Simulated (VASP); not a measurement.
# Sb in VASP: further runs, part 2 of 2

VASP 6.6.1. Earlier steps stand in the parts before.

**3. Electric field gradients, PBE**

Input file INCAR:

```
PREC = Accurate
ENCUT = 520
EDIFF = 1E-8
ISMEAR = -1
SIGMA = 0.05
LREAL = False
LASPH = True
NELM = 60
ALGO = Normal
ISIF = 2
LWAVE = False
LCHARG = False
GGA = PE
LEFG = True
NBANDS = 8
```

Input file KPOINTS:

```
regular mesh
0
Gamma
  19 19 19
```

Input file POSCAR:

```
Sb
1.0
   -1.5050000000      1.5050000000      2.4800000000
    1.5050000000     -1.5050000000      2.4800000000
    1.5050000000      1.5050000000     -2.4800000000
Sb
1
Direct
    0.0000000000      0.0000000000      0.0000000000
```

Potentials or basis: VASP PAW PBE potentials, release 64 (Sb).

The run is started by

```console
$ cat potpaw_PBE.64/Sb/POTCAR > POTCAR
$ mpirun -np 1 vasp_std > vasp.out
```

OUTCAR:

```text
PREC = Accurate
   ENCUT = 520
   EDIFF = 1E-8
   ISMEAR = -1
   LREAL = False
   LASPH = True
   NELM = 60
   ISIF = 2
   GGA = PE

 ion  position               nearest neighbor table
   1  0.000  0.000  0.000-

  LATTYP: Found a body centered tetragonal cell.
 ALAT       =     3.0100000000
 C/A-ratio  =     1.6478405316

  Lattice vectors:

 A1 = (  -1.5050000000,   1.5050000000,   2.4800000000)
[... 469 lines left out ...]
 -----------------------------------------------------------------------------------
    total drift:                                0.000000     -0.000000     -0.000000

  FREE ENERGIE OF THE ION-ELECTRON SYSTEM (eV)
  ---------------------------------------------------
  free  energy   TOTEN  =        -3.5874958292 eV

  energy  without entropy=       -3.5831693770  energy(sigma->0) =       -3.58533260

 Electric field gradients (V/A^2)
---------------------------------------------------------------------
 ion       V_xx      V_yy      V_zz      V_xy      V_xz      V_yz
---------------------------------------------------------------------
   1     -19.499   -19.499    38.999    -0.000    -0.000    -0.000
---------------------------------------------------------------------

 Electric field gradients after diagonalization (V/A^2)
 (convention: |V_zz| > |V_xx| > |V_yy|)
----------------------------------------------------------------------
 ion       V_xx      V_yy      V_zz     asymmetry (V_yy - V_xx)/ V_zz
----------------------------------------------------------------------
   1     -19.500   -19.499    38.999       0.000
----------------------------------------------------------------------

           NMR quadrupolar parameters

 Cq : quadrupolar parameter    Cq=e*Q*V_zz/h
 eta: asymmetry parameters     (V_yy - V_xx)/ V_zz
 Q  : nuclear electric quadrupole moment in mb (millibarn)
----------------------------------------------------------------------
 ion       Cq(MHz)       eta       Q (mb)
----------------------------------------------------------------------
   1       0.094       0.000       1.000
----------------------------------------------------------------------
```

stdout:

```text
POSCAR found type information on POSCAR Sb
 POSCAR found :  1 types and       1 ions
 scaLAPACK will be used
 LDA part: xc-table for (Slater+PW92), standard interpolation
 POSCAR, INCAR and KPOINTS ok, starting setup
 FFT: planning ... GRIDC
 FFT: planning ... GRID_SOFT
 FFT: planning ... GRID
 WAVECAR not read
 entering main loop
ion   1
```

Run time: 67 s. Hardware: 1 thread of Oxide Virtual Turin-like, shared host; peak memory 0.18 GiB.

What came out:

- Free energy: -3.5875 eV
- Pressure: 19.2 GPa
- Band gap on the k mesh: zero (an odd number of electrons rules out a gap without spin polarisation)
- Largest electric field gradient by atom: Sb +39.0 V/Å²

Electric field gradients, principal values (V/Å²):
| atom | least | middle | greatest (by size) |
| --- | --- | --- | --- |
| 1 Sb | -19.499 | -19.500 | 38.999 |

Caveat: the cell stands under pressure; without QUAD_EFG the Cq values of the log hold for a quadrupole moment of 1 mb, not for the nuclei; spin-orbit coupling is left out, which moves the levels of the heavy elements; an odd number of electrons without spin polarisation forces a metal; a magnetic or distorted state may lie lower.

**4. Electric field gradients, PBE (equal xy, yz and zx shear strains of +3 %)**

Input file INCAR:

```
ALGO     = Normal         # electronic algorithm
EDIFF    = 1E-8           # SCF threshold, eV
ENCUT    = 520            # plane-wave cutoff, eV
GGA      = PE             # functional
ISIF     = 2              # what is computed and relaxed
ISMEAR   = -1             # smearing method
LASPH    = True           # aspherical terms in the spheres
LCHARG   = False          # write CHGCAR
LEFG     = True         
LREAL    = False          # projectors in reciprocal space
LWAVE    = False          # write WAVECAR
NBANDS   = 8              # bands
NELM     = 100            # most SCF steps
PREC     = Accurate       # precision mode
SIGMA    = 0.05           # smearing width, eV
```

Input file KPOINTS:

```
k-points
0
Gamma
  19 19 19
```

Input file POSCAR:

```
Sb
1.0
   -1.4452250000      1.5196250000      2.4800000000
    1.5196250000     -1.4452250000      2.4800000000
    1.4903750000      1.4903750000     -2.4348500000
Sb
1
Direct
    0.0000000000      0.0000000000      0.0000000000
```

Potentials or basis: VASP PAW PBE potentials, release 64 (Sb).

The run is started by

```console
$ cat potpaw_PBE.64/Sb/POTCAR > POTCAR
$ mpirun -np 1 vasp_std > vasp.out
```

OUTCAR:

```text
EDIFF = 1E-8
   ENCUT = 520
   GGA = PE
   ISIF = 2
   ISMEAR = -1
   LASPH = True
   LREAL = False
   NELM = 100
   PREC = Accurate

 ion  position               nearest neighbor table
   1  0.000  0.000  0.000-

  Warning from LATTYP: Got some problem with cell dimensions!
  Tried to take original basis but could not verify dimensions!
  LATTYP: Found a base centered monoclinic cell.
 ALAT       =     4.3215780839
 B/A-ratio  =     0.9702314754
[... 476 lines left out ...]
    total drift:                               -0.000000      0.000000      0.000000

  FREE ENERGIE OF THE ION-ELECTRON SYSTEM (eV)
  ---------------------------------------------------
  free  energy   TOTEN  =        -3.5881395660 eV

  energy  without entropy=       -3.5834575267  energy(sigma->0) =       -3.58579855

 Electric field gradients (V/A^2)
---------------------------------------------------------------------
 ion       V_xx      V_yy      V_zz      V_xy      V_xz      V_yz
---------------------------------------------------------------------
   1     -13.694   -13.694    27.388     0.262   -15.058   -15.058
---------------------------------------------------------------------

 Electric field gradients after diagonalization (V/A^2)
 (convention: |V_zz| > |V_xx| > |V_yy|)
----------------------------------------------------------------------
 ion       V_xx      V_yy      V_zz     asymmetry (V_yy - V_xx)/ V_zz
----------------------------------------------------------------------
   1     -22.518   -13.956    36.475       0.235
----------------------------------------------------------------------

           NMR quadrupolar parameters

 Cq : quadrupolar parameter    Cq=e*Q*V_zz/h
 eta: asymmetry parameters     (V_yy - V_xx)/ V_zz
 Q  : nuclear electric quadrupole moment in mb (millibarn)
----------------------------------------------------------------------
 ion       Cq(MHz)       eta       Q (mb)
----------------------------------------------------------------------
   1       0.088       0.235       1.000
----------------------------------------------------------------------
```

stdout:

```text
POSCAR found type information on POSCAR Sb
 POSCAR found :  1 types and       1 ions
 scaLAPACK will be used
 LDA part: xc-table for (Slater+PW92), standard interpolation
 POSCAR, INCAR and KPOINTS ok, starting setup
 FFT: planning ... GRIDC
 FFT: planning ... GRID_SOFT
 FFT: planning ... GRID
 WAVECAR not read
 entering main loop
ion   1
```

Run time: 4 min. Hardware: 1 thread of Oxide Virtual Turin-like, shared host; peak memory 0.38 GiB.

What came out:

```yaml
Free_energy: -3.5881 eV
Pressure: 19.4 GPa
Band_gap_on_the_k_mesh: zero (an odd number of electrons rules out a gap without spin polarisation)
Largest_electric_field_gradient_by_atom: Sb +36.5 V/Å²
```

Stress tensor (GPa, compression positive):
```
19.91  1.14  0.18
 1.14 19.91  0.18
 0.18  0.18 18.43
```

Electric field gradients, principal values (V/Å²):
| atom | least | middle | greatest (by size) |
| --- | --- | --- | --- |
| 1 Sb | -13.956 | -22.518 | 36.475 |

Caveat: the cell differs from its parent crystal (equal xy, yz and zx shear strains of +3 %); the cell stands under pressure; without QUAD_EFG the Cq values of the log hold for a quadrupole moment of 1 mb, not for the nuclei; spin-orbit coupling is left out, which moves the levels of the heavy elements; an odd number of electrons without spin polarisation forces a metal; a magnetic or distorted state may lie lower.
